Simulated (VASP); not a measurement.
# HfB (Immm) in VASP: notebook

HfB is run at these levels: PBEsol; tasks: single point.

All numbers are computed with VASP 6.6.1; they aren't measurements. Logs are shortened: lines on timing, memory, paths and dates and some standing lists are left out, and cuts for length are marked.

### Step 1. The cell of the first run

The typed cell holds 2 atoms: a = 3.271 Å, b = 3.267 Å, c = 3.267 Å, α = 59.92°, β = 59.96°, γ = 59.96°.

### Step 2. Single point, PBEsol (strain +0.0025 x Voigt [0, 0, 0, 1, 0, 0])

INCAR reads:

```
PREC = Accurate ; ENCUT = 520
EDIFF = 1E-7 ; ISMEAR = 0
SIGMA = 0.15 ; LREAL = F
LASPH = T ; NELM = 100
ALGO = Normal ; ISIF = 2
LWAVE = F ; LCHARG = F
GGA = PS ; NBANDS = 14
```

KPOINTS reads:

```
regular mesh
0
Gamma
  18 18 18
```

POSCAR reads:

```
HfB
1.0
    0.0000000000      2.3128875000      2.3128875000
    2.3100000000      0.0028875000      2.3100000000
    2.3100000000      2.3100000000      0.0028875000
Hf B
1 1
Direct
    0.5000000000      0.5000000000      0.5000000000
    0.0000000000      0.0000000000      0.0000000000
```

Potentials or basis: VASP PAW PBE potentials, release 64 (Hf_pv, B).

The run is started by

```bash
$ cat potpaw_PBE.64/Hf_pv/POTCAR potpaw_PBE.64/B/POTCAR > POTCAR
$ mpirun -np 1 vasp_std > vasp.out
```

OUTCAR:

```text
PREC = Accurate
   ENCUT = 520
   EDIFF = 1E-7
   ISMEAR = 0
   LREAL = F
   LASPH = T
   NELM = 100
   ISIF = 2
   GGA = PS

 ion  position               nearest neighbor table
   1  0.500  0.500  0.500-   2 2.31   2 2.31   2 2.31   2 2.31   2 2.31   2 2.31
   2  0.000  0.000  0.000-   1 2.31   1 2.31   1 2.31   1 2.31   1 2.31   1 2.31

  LATTYP: Found a body centered orthorhombic cell.
 ALAT       =     3.2627497874
 B/A-ratio  =     1.0025031289
 C/A-ratio  =     1.4159835418

  Lattice vectors:

 A1 = (  -2.3100000000,   2.3100000000,   0.0028875000)
 A2 = (  -2.3100000000,  -2.3100000000,  -0.0028875000)
 A3 = (   2.3100000000,   0.0028875000,   2.3100000000)

Analysis of symmetry for initial positions (statically):
=====================================================================
 Subroutine PRICEL returns:
 Original cell was already a primitive cell.

 Routine SETGRP: Setting up the symmetry group for a
 body centered orthorhombic supercell.

 Subroutine GETGRP returns: Found  8 space group operations
 (whereof  8 operations were pure point group operations)
 out of a pool of  8 trial point group operations.

The static configuration has the point symmetry D_2h.

Analysis of symmetry for dynamics (positions and initial velocities):
=====================================================================
 Subroutine PRICEL returns:
 Original cell was already a primitive cell.

 Routine SETGRP: Setting up the symmetry group for a
 body centered orthorhombic supercell.

 Subroutine GETGRP returns: Found  8 space group operations
 (whereof  8 operations were pure point group operations)
 out of a pool of  8 trial point group operations.

The dynamic configuration has the point symmetry D_2h.

 Subroutine INISYM returns: Found  8 space group operations
 (whereof  8 operations are pure point group operations),
 and found     1 'primitive' translations

----------------------------------------------------------------------------------------

                                     Primitive cell

  volume of cell :      24.6527

  direct lattice vectors                    reciprocal lattice vectors
     0.000000000  2.312887500  2.312887500    -0.216450216  0.216179991  0.216179991
     2.310000000  0.002887500  2.310000000     0.216450216 -0.216721118  0.216721118
     2.310000000  2.310000000  0.002887500     0.216450216  0.216721118 -0.216721118

  length of vectors
     3.270916871  3.266834605  3.266834605     0.374590808  0.375215647  0.375215647

  position of ions in fractional coordinates (direct lattice)
     0.500000000  0.500000000  0.500000000
     0.000000000  0.000000000  0.000000000

  ion indices of the primitive-cell ions
   primitive index   ion index
                 1           1
                 2           2

----------------------------------------------------------------------------------------

 KPOINTS: regular mesh

Automatic generation of k-mesh.
 Grid dimensions read from file:
 generate k-points for:   18   18   18

 Generating k-lattice:

  Cartesian coordinates                     Fractional coordinates (reciprocal lattice)
    -0.012025012  0.012010000  0.012010000     0.055555556 -0.000000000 -0.000000000
     0.012025012 -0.012040062  0.012040062     0.000000000  0.055555556 -0.000000000
     0.012025012  0.012040062 -0.012040062     0.000000000 -0.000000000  0.055555556

  Length of vectors
     0.020810600  0.020845314  0.020845314

  Shift w.r.t. Gamma in fractional coordinates (k-lattice)
     0.000000000  0.000000000  0.000000000

 Subroutine IBZKPT returns following result:
 ===========================================

 Found    865 irreducible k-points:

 Following reciprocal coordinates:
            Coordinates               Weight
  0.000000  0.000000  0.000000      1.000000
  0.055556 -0.000000 -0.000000      4.000000
  0.111111 -0.000000 -0.000000      4.000000
  0.166667 -0.000000 -0.000000      4.000000
  0.222222  0.000000  0.000000      4.000000
  0.277778  0.000000 -0.000000      4.000000
[... 16 lines left out ...]
 -0.333333  0.055556 -0.000000      8.000000
 -0.277778  0.055556 -0.000000      8.000000
 [... further k-points ...]
   k-points           NKPTS =    865   k-points in BZ     NKDIM =    865   number of bands    NBANDS=     14
   number of dos      NEDOS =    301   number of ions     NIONS =      2
   total plane-waves  NPLWV =  13824
   dimension x,y,z NGX =    24 NGY =   24 NGZ =   24
   dimension x,y,z NGXF=    48 NGYF=   48 NGZF=   48
   ions per type =               1   1
   NGX,Y,Z   is equivalent  to a cutoff of  12.20, 12.21, 12.21 a.u.
   NGXF,Y,Z  is equivalent  to a cutoff of  24.40, 24.43, 24.43 a.u.
 SYSTEM =  unknown system
   PREC   = accura    normal or accurate (medium, high low for compatibility)
   ISTART =      0    job   : 0-new  1-cont  2-samecut
   ICHARG =      2    charge: 1-file 2-atom 10-const
   ISPIN  =      1    spin polarized calculation?
   LNONCOLLINEAR =      F non collinear calculations
   LSORBIT =      F    spin-orbit coupling
   LASPH  =      T    aspherical Exc in radial PAW
   ENCUT  =  520.0 eV  38.22 Ry    6.18 a.u.   6.08  6.07  6.07*2*pi/ulx,y,z
   NELM   =    100;   NELMIN=  2; NELMDL= -5     # of ELM steps
   EDIFF  = 0.1E-06   stopping-criterion for ELM
   LREAL  =      F    real-space projection
   EDIFFG = 0.1E-05   stopping-criterion for IOM
   NSW    =      0    number of steps for IOM
   IBRION =     -1    ionic relax: 0-MD 1-quasi-New 2-CG
   NFREE  =      0    steps in history (QN), initial steepest desc. (CG)
   ISIF   =      2    stress and relaxation
   ISYM   =      2    0-nonsym 1-usesym 2-fastsym
   POTIM  = 0.5000    time-step for ionic-motion
   TEBEG  =    0.0;   TEEND  =   0.0 temperature during run
   PSTRESS=    0.0 pullay stress
   NELECT =      13.0000    total number of electrons
   NUPDOWN=      -1.0000    fix difference up-down
   EMIN   =  10.00;   EMAX   =-10.00  energy-range for DOS
   EFERMI =   0.00;   METHOD = LEGACY
   ISMEAR =     0;   SIGMA  =   0.15  broadening in eV -4-tet -1-fermi 0-gaus
   EFERMI_NEDOS =   21; number of points for ismear=-14 and -15
   IALGO  =     38    algorithm
   IMIX   =      4    mixing-type and parameters
     AMIX     =   0.40;   BMIX     =  1.00
     AMIX_MAG =   1.60;   BMIX_MAG =  1.00
  volume/ion in A,a.u.               =      12.33        83.18
  Fermi-wavevector in a.u.,A,eV,Ry     =   1.322617  2.499384 23.800896  1.749316
  Thomas-Fermi vector in A             =   2.452285
   LORBIT       =      0    0 simple, 1 ext, 2 COOP (PROOUT), +10 PAW based schemes
   GGA     = PS    functional components
   LHFCALC =     F    Hartree Fock is set to
   AEXX    =    0.0000 exact exchange contribution
   IVDW    =     0    specifies the selected vdW correction
   LEPSILON=     F    determine dielectric tensor
   LRPA    =     F    only Hartree local field effects (RPA)
 non-spin polarized calculation
 Gauss-broadening in eV      SIGMA  =   0.15
  energy-cutoff  :      520.00
  volume of cell :       24.65
 maximum number of plane-waves:       680
   NGX = 13   NGY = 13   NGZ = 13

 number of electron      13.0000002 magnetization

 Free energy of the ion-electron system (eV)
  ---------------------------------------------------
  ext. energy  EPLUGINS =         0.00000000
  ---------------------------------------------------
  free energy    TOTEN  =       -18.21246897 eV

  energy without entropy =      -18.20068826  energy(sigma->0) =      -18.20657862

 E-fermi :   5.0004     XC(G=0): -12.4030

 val. band max:        4.9996203538   @ k =  -0.2222   0.1667   0.1667
 cond. band min:       5.0122841201   @ k =   0.2778   0.2222  -0.0000
 fundamental gap:      0.0126637664
 Fermi energy:         5.0004012071

 k-point     1 :       0.0000    0.0000    0.0000
  band No.  band energies     occupation
      1     -23.2550      2.00000
      2     -23.2530      2.00000
      3     -23.2510      2.00000
      4      -4.5663      2.00000
      5       7.1296      0.00000
      6       7.1487      0.00000
      7       7.1682      0.00000
      8       8.9856      0.00000
      9       8.9960      0.00000
     10       9.0066      0.00000
     11       9.1945      0.00000
     12       9.1945      0.00000
     13      16.6513      0.00000
     14      18.0411      0.00000

 k-point     2 :       0.0556   -0.0000   -0.0000
  band No.  band energies     occupation
      1     -23.2782      2.00000
      2     -23.2560      2.00000
      3     -23.2534      2.00000
      4      -4.4758      2.00000
      5       6.8067      0.00000
      6       7.0994      0.00000
      7       7.1257      0.00000
      8       8.1866      0.00000
      9       8.1944      0.00000
     10       9.1735      0.00000
     11      10.2239      0.00000
     12      10.2296      0.00000
     13      16.8833      0.00000
     14      18.1438      0.00000

 k-point     3 :       0.1111   -0.0000   -0.0000
  band No.  band energies     occupation
      1     -23.3463      2.00000
      2     -23.2629      2.00000
      3     -23.2604      2.00000
      4      -4.2104      2.00000
      5       6.0896      0.00000
      6       6.6724      0.00000
      7       6.6945      0.00000
      8       7.9109      0.00000
      9       7.9244      0.00000
     10       9.4925      0.00000
     11      11.4622      0.00000
     12      11.4669      0.00000
     13      17.5434      0.00000
     14      18.4167      0.00000
[... 324 lines left out ...]
 k-point    23 :      -0.3333    0.0556   -0.0000
  band No.  band energies     occupation
      1     -23.8464      2.00000
      2     -23.3409      2.00000
      3     -23.3087      2.00000
      4      -1.5656      2.00000
      5       2.4918      2.00000
      6       4.0308      2.00000
      7       4.1911      2.00000
      8       9.9106      0.00000
      9      10.3979      0.00000
     10      11.2766      0.00000
     11      16.3806      0.00000
     12      16.4123      0.00000
     13      18.0280      0.00000
     14      20.1718      0.00000

 k-point    24 :      -0.2778    0.0556   -0.0000
  band No.  band energies     occupation
      1     -23.7386      2.00000
      2     -23.3300      2.00000
      3     -23.2945      2.00000
      4      -2.2851      2.00000
      5       3.2602      2.00000
      6       4.4079      2.00000
      7       4.5924      1.99988
      8       9.1837      0.00000
      9       9.8626      0.00000
     10      10.7479      0.00000
     11      15.1771      0.00000
     12      16.7522      0.00000
     13      17.6679      0.00000
     14      20.1667      0.00000

 [... further k-points ...]

------------------------ aborting loop because EDIFF is reached ----------------------------------------

  FORCE on cell =-STRESS in cart. coord.  units (eV):
  Direction    XX          YY          ZZ          XY          YZ          ZX
  --------------------------------------------------------------------------------------
  -------------------------------------------------------------------------------------
  Total        3.7810791      3.7810369      3.7810369      0.0000000     -0.0224526      0.0000000
  in kB      245.7316480    245.7289029    245.7289029      0.0000000     -1.4591921      0.0000000
  external PRESSURE =     245.7298180 kB  Pullay stress =       0.0000000 kB

 VOLUME and BASIS-vectors are now :
 -----------------------------------------------------------------------------
  energy-cutoff  :      520.00
  volume of cell :       24.65
      direct lattice vectors                 reciprocal lattice vectors
     0.000000000  2.312887500  2.312887500    -0.216450216  0.216179991  0.216179991
     2.310000000  0.002887500  2.310000000     0.216450216 -0.216721118  0.216721118
     2.310000000  2.310000000  0.002887500     0.216450216  0.216721118 -0.216721118

 POSITION                                       TOTAL-FORCE (eV/Angst)
 -----------------------------------------------------------------------------------
      2.31000      2.31289      2.31289         0.000000      0.000000      0.000000
      0.00000      0.00000      0.00000         0.000000      0.000000     -0.000000
 -----------------------------------------------------------------------------------
    total drift:                               -0.000000     -0.000000      0.000000

  FREE ENERGIE OF THE ION-ELECTRON SYSTEM (eV)
  ---------------------------------------------------
  free  energy   TOTEN  =       -18.2124689729 eV

  energy  without entropy=      -18.2006882582  energy(sigma->0) =      -18.20657862
```

Wall time 62 s (1 thread of Intel Xeon 6975P-C (Granite Rapids), shared host); peak memory 0.4 GiB.

Results:

- Free energy: -18.2125 eV
- Pressure: 24.6 GPa
- Band gap on the k mesh: zero (an odd number of electrons rules out a gap without spin polarisation)

Stress tensor (GPa, compression positive):
```
24.57  0.00  0.00
 0.00 24.57 -0.15
 0.00 -0.15 24.57
```

Levels at points of the mesh, in eV from the Fermi level:
```csv
k point,band 4,band 5,band 6,band 7,band 8,band 9,band 10,band 11
"(0.00, 0.00, 0.00)",-9.57,2.13,2.15,2.17,3.99,4.00,4.01,4.19
"(0.50, 0.00, 0.00)",-5.05,-4.00,-1.38,-1.36,6.48,6.51,7.55,8.46
"(0.00, 0.50, 0.00)",-5.05,-3.99,-1.40,-1.38,6.49,6.52,7.57,8.45
"(0.50, 0.50, 0.00)",-6.70,-1.15,-0.89,2.40,2.40,6.23,7.88,7.88
"(0.00, 0.50, 0.50)",-6.70,-1.15,-0.89,2.38,2.41,6.23,7.88,7.88
```

Caveat: the cell differs from its parent crystal (strain +0.0025 x Voigt [0, 0, 0, 1, 0, 0]); the cell stands under pressure; the PAW data sets were made with another functional, which shifts forces and pressure a little; spin-orbit coupling is left out, which moves the levels of the heavy elements.

(Continued in part 2 of 3.)
